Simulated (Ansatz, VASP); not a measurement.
Pb: VASP beside Ansatz

```
CELL_PARAMETERS angstrom
3.03861 -1.75032 0.00000
3.03861 1.75032 0.00000
-2.11546 0.00000 6.09522
ATOMIC_POSITIONS crystal
Pb 0.89920 0.91261 0.72889
Pb 0.09341 0.08248 0.27147
```

Change from the starting cell: atoms moved at random, drawn with an rms of 0.05 Å.

Alike in both runs: task single point; functional PBEsol; k mesh 9 × 9 × 5; occupations fermi-dirac, width 0.05 eV; no spin polarisation.

|  | VASP | Ansatz |
| --- | --- | --- |
| version | VASP 6.6.1 | Ansatz 0.2.0 |
| potentials or method | VASP PAW PBE potentials, release 64 (Pb_d) | Ansatz PAW |
| plane-wave cutoff (eV) | 520 | 420 |
| valence electrons in the cell | 28 | 28 |

|  | VASP | Ansatz | Ansatz less VASP |
| --- | --- | --- | --- |
| gap on the k mesh at the Fermi level (eV) | none | none | - |
| pressure (GPa) | -1.9 | -1.9 | +0.05 |
| traceless stress, the component that is largest in VASP (GPa) | -0.11 | -0.11 | 0.000 |
| rms of the force components (eV/Å) | 0.113 | 0.112 | -0.0005 |

VASP's potentials were made for PBE, not for PBEsol. Atom by atom the forces differ by 0.001 eV/Å (rms over components). A gap of «none» marks a metal or a gap that the smearing closes.

Neither program's run includes spin-orbit coupling.
